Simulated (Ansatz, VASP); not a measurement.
# As in VASP and in Ansatz

```
As
1.0
     1.87987    1.08534    3.57513
    -1.87987    1.08534    3.57513
     0.00000   -2.17068    3.57513
As
2
Direct
  0.22599 0.22599 0.22599
  0.77401 0.77401 0.77401
```

Alike in both runs: functional r2SCAN; dispersion rVV10; k mesh 15 × 15 × 15; occupations gaussian, width 0.1 eV; no spin polarisation.

Ansatz relaxed the structure, and its values are those at the end. VASP's run is a single point on that final structure, the one shown.

|  | VASP | Ansatz |
| --- | --- | --- |
| version | VASP 6.6.1 | Ansatz 0.2.0 |
| potentials or method | VASP PAW PBE potentials, release 64 (As), cutoff 520 eV | scalar-relativistic, plane waves, PAW |
| valence electrons in the cell | 10 | 30 |

```csv
,VASP,Ansatz,Ansatz less VASP
gap on the k mesh at the Fermi level (eV),none,none,-
pressure (GPa),0.4,0.0,-0.41
rms of the force components (eV/Å),0.036,0.000,-0.0357
```

VASP's potentials were made for PBE, not for r2SCAN. A gap of «none» marks a metal or a gap that the smearing closes. VASP's potentials hold 10 valence electrons a cell and Ansatz's 30, so a difference there can come from the potentials and not from the codes.
